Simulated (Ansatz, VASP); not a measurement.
Two plane-wave programs on Hf4C

```
Hf C
1.0
     0.00000    3.48983    5.28126
     2.95291    0.00000    5.28126
     2.95291    3.48983    0.00000
Hf C
4 1
Direct
  0.29406 0.70594 0.29406
  0.70594 0.29406 0.70594
  0.75000 0.75000 0.75000
  0.25000 0.25000 0.25000
  0.00000 0.00000 0.00000
```

Alike in both runs: functional PBE; k mesh 4 × 4 × 4; occupations gaussian, width 0.1 eV; no spin polarisation.

Ansatz relaxed the structure, and its values are those at the end. VASP's run is a single point on that final structure, the one shown.

|  | VASP | Ansatz |
| --- | --- | --- |
| version | VASP 6.6.1 | Ansatz 0.2.0 |
| potentials or method | VASP PAW PBE potentials, release 64 (Hf_pv, C), cutoff 520 eV | scalar-relativistic, plane waves, PAW |
| valence electrons in the cell | 44 | 108 |

Ansatz gave:

| Property | Result |
| --- | --- |
| gap on the k mesh at the Fermi level (eV) | none |
| pressure (GPa) | -0.1 |
| rms of the force components (eV/Å) | 0.008 |

**Question.** Estimate VASP's values.

**Answer.** gap on the k mesh at the Fermi level (eV): none; pressure (GPa): -0.3; rms of the force components (eV/Å): 0.006.

A gap of «none» marks a metal or a gap that the smearing closes. With one functional, cell and mesh, what is left measures potentials, basis and numerics. VASP's potentials hold 44 valence electrons a cell and Ansatz's 108, so a difference there can come from the potentials and not from the codes.

The k mesh is coarse, so the values compare programs but aren't converged. Spin-orbit coupling is off throughout.
